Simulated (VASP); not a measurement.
# HRh2 (Fm-3m) in VASP: notebook

The runs below take HRh2 through single point, with PBE.

Everything below comes from runs of VASP 6.6.1. Logs are shortened: lines on timing, memory, paths and dates and some standing lists are left out, and cuts for length are marked.

## 1. The cell of the first run

Symmetry: Fm-3m, No. 225, cubic system. The conventional cell has a = 5.048 Å, b = 5.048 Å, c = 5.048 Å, α = 90.00°, β = 90.00°, γ = 90.00°. H (site symmetry m-3m) has 8 Rh at 2.19 Å within 2.9 Å. Within 2.9 Å of Rh (site symmetry -43m) lie 4 H at 2.19 Å and 6 Rh at 2.52 Å.

## 2. Single point, PBE

INCAR

```
SYSTEM = HRh2
ALGO = Normal
EDIFF = 1E-6
ENCUT = 520
GGA = PE
ISIF = 2
ISMEAR = -1
LASPH = .True.
LCHARG = .True.
LELF = .True.
LREAL = .False.
LVHAR = .True.
LWAVE = .False.
NBANDS = 22
NELM = 60
PREC = Accurate
SIGMA = 0.05
```

KPOINTS

```
k-points
0
Gamma
  9 9 9
  0 0 0
```

POSCAR

```
HRh2
1.0
    0.0000000000      2.5237958546      2.5237958546
    2.5237958546      0.0000000000      2.5237958546
    2.5237958546      2.5237958546      0.0000000000
H Rh
1 2
Direct
    0.0000000000      0.0000000000      0.0000000000
    0.2500000000      0.2500000000      0.2500000000
    0.7500000000      0.7500000000      0.7500000000
```

Potentials or basis: VASP PAW PBE potentials, release 64 (H, Rh_pv).

Started as:

```sh
$ cat potpaw_PBE.64/H/POTCAR potpaw_PBE.64/Rh_pv/POTCAR > POTCAR
$ mpirun -np 1 vasp_std > vasp.out
```

OUTCAR:

```text
SYSTEM = HRh2
   EDIFF = 1E-6
   ENCUT = 520
   GGA = PE
   ISIF = 2
   ISMEAR = -1
   LASPH = .True.
   LREAL = .False.
   NELM = 60
   PREC = Accurate

 ion  position               nearest neighbor table
   1  0.000  0.000  0.000-
   2  0.250  0.250  0.250-   3 2.52   3 2.52   3 2.52   3 2.52   3 2.52   3 2.52
   3  0.750  0.750  0.750-   2 2.52   2 2.52   2 2.52   2 2.52   2 2.52   2 2.52

  LATTYP: Found a face centered cubic cell.
 ALAT       =     5.0475917092

  Lattice vectors:

 A1 = (   0.0000000000,   2.5237958546,   2.5237958546)
 A2 = (   2.5237958546,   0.0000000000,   2.5237958546)
 A3 = (   2.5237958546,   2.5237958546,   0.0000000000)

Analysis of symmetry for initial positions (statically):
=====================================================================
 Subroutine PRICEL returns:
 Original cell was already a primitive cell.

 Routine SETGRP: Setting up the symmetry group for a
 face centered cubic supercell.

 Subroutine GETGRP returns: Found 48 space group operations
 (whereof 48 operations were pure point group operations)
 out of a pool of 48 trial point group operations.

The static configuration has the point symmetry O_h .

Analysis of symmetry for dynamics (positions and initial velocities):
=====================================================================
 Subroutine PRICEL returns:
 Original cell was already a primitive cell.

 Routine SETGRP: Setting up the symmetry group for a
 face centered cubic supercell.

 Subroutine GETGRP returns: Found 48 space group operations
 (whereof 48 operations were pure point group operations)
 out of a pool of 48 trial point group operations.

The dynamic configuration has the point symmetry O_h .

 Subroutine INISYM returns: Found 48 space group operations
 (whereof 48 operations are pure point group operations),
 and found     1 'primitive' translations

----------------------------------------------------------------------------------------

                                     Primitive cell

  volume of cell :      32.1509

  direct lattice vectors                    reciprocal lattice vectors
     0.000000000  2.523795855  2.523795855    -0.198114281  0.198114281  0.198114281
     2.523795855  0.000000000  2.523795855     0.198114281 -0.198114281  0.198114281
     2.523795855  2.523795855  0.000000000     0.198114281  0.198114281 -0.198114281

  length of vectors
     3.569186326  3.569186326  3.569186326     0.343144000  0.343144000  0.343144000

  position of ions in fractional coordinates (direct lattice)
     0.000000000  0.000000000  0.000000000
     0.250000000  0.250000000  0.250000000
     0.750000000  0.750000000  0.750000000

  ion indices of the primitive-cell ions
   primitive index   ion index
                 1           1
                 2           2
                 3           3

----------------------------------------------------------------------------------------

 KPOINTS: k-points

Automatic generation of k-mesh.
 Grid dimensions read from file:
 generate k-points for:    9    9    9

 Generating k-lattice:

  Cartesian coordinates                     Fractional coordinates (reciprocal lattice)
    -0.022012698  0.022012698  0.022012698     0.111111111  0.000000000  0.000000000
     0.022012698 -0.022012698  0.022012698     0.000000000  0.111111111  0.000000000
     0.022012698  0.022012698 -0.022012698     0.000000000  0.000000000  0.111111111

  Length of vectors
     0.038127111  0.038127111  0.038127111

  Shift w.r.t. Gamma in fractional coordinates (k-lattice)
     0.000000000  0.000000000  0.000000000

 Subroutine IBZKPT returns following result:
 ===========================================

 Found     35 irreducible k-points:

 Following reciprocal coordinates:
            Coordinates               Weight
  0.000000  0.000000  0.000000      1.000000
  0.111111  0.000000  0.000000      8.000000
  0.222222  0.000000  0.000000      8.000000
  0.333333  0.000000  0.000000      8.000000
  0.444444  0.000000  0.000000      8.000000
  0.111111  0.111111  0.000000      6.000000
[... 16 lines left out ...]
 -0.333333  0.333333  0.000000     12.000000
  0.444444  0.444444  0.000000      6.000000
 [... further k-points ...]
   k-points           NKPTS =     35   k-points in BZ     NKDIM =     35   number of bands    NBANDS=     22
   number of dos      NEDOS =    301   number of ions     NIONS =      3
   total plane-waves  NPLWV =  21952
   dimension x,y,z NGX =    28 NGY =   28 NGZ =   28
   dimension x,y,z NGXF=    56 NGYF=   56 NGZF=   56
   ions per type =               1   2
   NGX,Y,Z   is equivalent  to a cutoff of  13.04, 13.04, 13.04 a.u.
   NGXF,Y,Z  is equivalent  to a cutoff of  26.08, 26.08, 26.08 a.u.
 SYSTEM =  HRh2
   PREC   = accura    normal or accurate (medium, high low for compatibility)
   ISTART =      0    job   : 0-new  1-cont  2-samecut
   ICHARG =      2    charge: 1-file 2-atom 10-const
   ISPIN  =      1    spin polarized calculation?
   LNONCOLLINEAR =      F non collinear calculations
   LSORBIT =      F    spin-orbit coupling
   LASPH  =      T    aspherical Exc in radial PAW
   ENCUT  =  520.0 eV  38.22 Ry    6.18 a.u.   6.64  6.64  6.64*2*pi/ulx,y,z
   NELM   =     60;   NELMIN=  2; NELMDL= -5     # of ELM steps
   EDIFF  = 0.1E-05   stopping-criterion for ELM
   LREAL  =      F    real-space projection
   EDIFFG = 0.1E-04   stopping-criterion for IOM
   NSW    =      0    number of steps for IOM
   IBRION =     -1    ionic relax: 0-MD 1-quasi-New 2-CG
   NFREE  =      0    steps in history (QN), initial steepest desc. (CG)
   ISIF   =      2    stress and relaxation
   ISYM   =      2    0-nonsym 1-usesym 2-fastsym
   POTIM  = 0.5000    time-step for ionic-motion
   TEBEG  =    0.0;   TEEND  =   0.0 temperature during run
   PSTRESS=    0.0 pullay stress
   NELECT =      31.0000    total number of electrons
   NUPDOWN=      -1.0000    fix difference up-down
   EMIN   =  10.00;   EMAX   =-10.00  energy-range for DOS
   EFERMI =   0.00;   METHOD = LEGACY
   ISMEAR =    -1;   SIGMA  =   0.05  broadening in eV -4-tet -1-fermi 0-gaus
   EFERMI_NEDOS =   21; number of points for ismear=-14 and -15
   IALGO  =     38    algorithm
   IMIX   =      4    mixing-type and parameters
     AMIX     =   0.40;   BMIX     =  1.00
     AMIX_MAG =   1.60;   BMIX_MAG =  1.00
  volume/ion in A,a.u.               =      10.72        72.32
  Fermi-wavevector in a.u.,A,eV,Ry     =   1.617327  3.056305 35.589394  2.615747
  Thomas-Fermi vector in A             =   2.711770
   LORBIT       =      0    0 simple, 1 ext, 2 COOP (PROOUT), +10 PAW based schemes
   GGA     = PE    functional components
   LHFCALC =     F    Hartree Fock is set to
   AEXX    =    0.0000 exact exchange contribution
   IVDW    =     0    specifies the selected vdW correction
   LEPSILON=     F    determine dielectric tensor
   LRPA    =     F    only Hartree local field effects (RPA)
 non-spin polarized calculation
  energy-cutoff  :      520.00
  volume of cell :       32.15
 maximum number of plane-waves:       893
   NGX = 13   NGY = 13   NGZ = 13

 number of electron      31.0000006 magnetization

 Free energy of the ion-electron system (eV)
  ---------------------------------------------------
  ext. energy  EPLUGINS =         0.00000000
  ---------------------------------------------------
  free energy    TOTEN  =       -16.02299531 eV

  energy without entropy =      -15.99080652  energy(sigma->0) =      -16.00690091

 E-fermi :  10.2230     XC(G=0): -13.2802

 val. band max:       10.2173423299   @ k =  -0.4444   0.3333   0.0000
 cond. band min:      10.2322632722   @ k =  -0.4444   0.2222   0.1111
 fundamental gap:      0.0149209423
 Fermi energy:        10.2230271382

 k-point     1 :       0.0000    0.0000    0.0000
  band No.  band energies     occupation
      1     -36.4098      2.00000
      2     -36.4098      2.00000
      3     -36.4098      2.00000
      4     -35.8476      2.00000
      5     -35.8476      2.00000
      6     -35.8476      2.00000
[... 14 lines left out ...]
     21      21.9225      0.00000
     22      25.5341      0.00000

 k-point     2 :       0.1111    0.0000    0.0000
  band No.  band energies     occupation
      1     -36.3966      2.00000
      2     -36.3941      2.00000
      3     -36.3941      2.00000
      4     -35.8691      2.00000
      5     -35.8659      2.00000
      6     -35.8659      2.00000
[... 14 lines left out ...]
     21      22.2140      0.00000
     22      24.9310      0.00000

 k-point     3 :       0.2222    0.0000    0.0000
  band No.  band energies     occupation
      1     -36.3575      2.00000
      2     -36.3486      2.00000
      3     -36.3486      2.00000
      4     -35.9291      2.00000
      5     -35.9181      2.00000
      6     -35.9181      2.00000
[... 14 lines left out ...]
     21      22.7553      0.00000
     22      24.1444      0.00000

 k-point     4 :       0.3333    0.0000    0.0000
  band No.  band energies     occupation
      1     -36.2943      2.00000
      2     -36.2775      2.00000
      3     -36.2775      2.00000
      4     -36.0158      2.00000
      5     -35.9966      2.00000
      6     -35.9966      2.00000
[... 14 lines left out ...]
     21      23.0861      0.00000
     22      23.9217      0.00000

 k-point     5 :       0.4444    0.0000    0.0000
  band No.  band energies     occupation
      1     -36.2110      2.00000
      2     -36.1883      2.00000
      3     -36.1883      2.00000
      4     -36.1145      2.00000
      5     -36.0907      2.00000
      6     -36.0907      2.00000
[... 417 lines left out ...]
 k-point    22 :      -0.4444    0.3333    0.0000
  band No.  band energies     occupation
      1     -36.5494      2.00000
      2     -36.4280      2.00000
      3     -36.4210      2.00000
      4     -35.8662      2.00000
      5     -35.8601      2.00000
      6     -35.7565      2.00000
[... 14 lines left out ...]
     21      19.3334      0.00000
     22      25.4592      0.00000

 k-point    23 :      -0.3333    0.3333    0.0000
  band No.  band energies     occupation
      1     -36.5459      2.00000
      2     -36.3519      2.00000
      3     -36.3390      2.00000
      4     -35.9542      2.00000
      5     -35.9433      2.00000
      6     -35.7516      2.00000
[... 14 lines left out ...]
     21      19.3100      0.00000
     22      25.5257      0.00000

 k-point    24 :       0.4444    0.4444    0.0000
  band No.  band energies     occupation
      1     -36.5713      2.00000
      2     -36.4947      2.00000
      3     -36.4947      2.00000
      4     -35.7844      2.00000
      5     -35.7844      2.00000
      6     -35.7417      2.00000
[... 14 lines left out ...]
     21      18.3714      0.00000
     22      23.5406      0.00000

 [... further k-points ...]

------------------------ aborting loop because EDIFF is reached ----------------------------------------

  FORCE on cell =-STRESS in cart. coord.  units (eV):
  Direction    XX          YY          ZZ          XY          YZ          ZX
  --------------------------------------------------------------------------------------
  -------------------------------------------------------------------------------------
  Total        2.8101763      2.8101763      2.8101763      0.0000000     -0.0000000     -0.0000000
  in kB      140.0397997    140.0397997    140.0397997      0.0000000     -0.0000000     -0.0000000
  external PRESSURE =     140.0397997 kB  Pullay stress =       0.0000000 kB

 VOLUME and BASIS-vectors are now :
 -----------------------------------------------------------------------------
  energy-cutoff  :      520.00
  volume of cell :       32.15
      direct lattice vectors                 reciprocal lattice vectors
     0.000000000  2.523795855  2.523795855    -0.198114281  0.198114281  0.198114281
     2.523795855  0.000000000  2.523795855     0.198114281 -0.198114281  0.198114281
     2.523795855  2.523795855  0.000000000     0.198114281  0.198114281 -0.198114281

 POSITION                                       TOTAL-FORCE (eV/Angst)
 -----------------------------------------------------------------------------------
      0.00000      0.00000      0.00000        -0.000000      0.000000      0.000000
      1.26190      1.26190      1.26190         0.000000     -0.000000     -0.000000
      3.78569      3.78569      3.78569        -0.000000      0.000000      0.000000
 -----------------------------------------------------------------------------------
    total drift:                                0.000000      0.000000      0.000000

  FREE ENERGIE OF THE ION-ELECTRON SYSTEM (eV)
  ---------------------------------------------------
  free  energy   TOTEN  =       -16.0229953086 eV

  energy  without entropy=      -15.9908065170  energy(sigma->0) =      -16.00690091
```

It took 32 s on 1 thread of Intel Xeon Platinum 8259CL at 2.50GHz (Skylake/Cascade Lake), shared host; peak memory 0.16 GiB.

What came out:

```
Free energy            : -16.0230 eV
Pressure               : 14.0 GPa
Band gap on the k mesh : zero (an odd number of electrons rules out a gap without spin polarisation)
```

Caveat: the cell stands under pressure.

## 3. Single point, PBE

This run uses another cell than the first one, of 10.94 Å³/atom.

INCAR

```
  ALGO = Normal
  EDIFF = 1E-6
  ENCUT = 520
  GGA = PE
  ISIF = 2
  ISMEAR = -1
  LASPH = True
  LCHARG = True
  LELF = True
  LREAL = False
  LVHAR = True
  LWAVE = False
  NBANDS = 22
  NELM = 100
  PREC = Accurate
  SIGMA = 0.05
```

KPOINTS

```
k-points
0
Gamma
  9 9 9
```

POSCAR

```
HRh2
1.0
    0.0000000000      2.5415696505      2.5415696505
    2.5415696505      0.0000000000      2.5415696505
    2.5415696505      2.5415696505      0.0000000000
H Rh
1 2
Direct
    0.0000000000      0.0000000000      0.0000000000
    0.2500000000      0.2500000000      0.2500000000
    0.7500000000      0.7500000000      0.7500000000
```

Potentials or basis: VASP PAW PBE potentials, release 64 (H, Rh_pv).

Started as:

```sh
$ cat potpaw_PBE.64/H/POTCAR potpaw_PBE.64/Rh_pv/POTCAR > POTCAR
$ mpirun -np 1 vasp_std > vasp.out
```

Wall time 30 s (1 thread of Intel Xeon Platinum 8259CL at 2.50GHz (Skylake/Cascade Lake), shared host); peak memory 0.16 GiB.

The run converged. Its results:

| Item | Value |
| --- | --- |
| Free energy | -16.0721 eV |
| Pressure | 8.8 GPa |
| Band gap on the k mesh | zero (an odd number of electrons rules out a gap without spin polarisation) |

Levels at points of the mesh, in eV from the Fermi level:
```tsv
k point	band 11	band 12	band 13	band 14	band 15	band 16	band 17	band 18	band 19	band 20
(0.00, 0.00, 0.00)	-4.77	-4.77	0.61	0.61	0.61	2.32	2.32	3.06	11.51	11.51
```

Caveat: the cell stands under pressure.

[end of part 1 of 2]
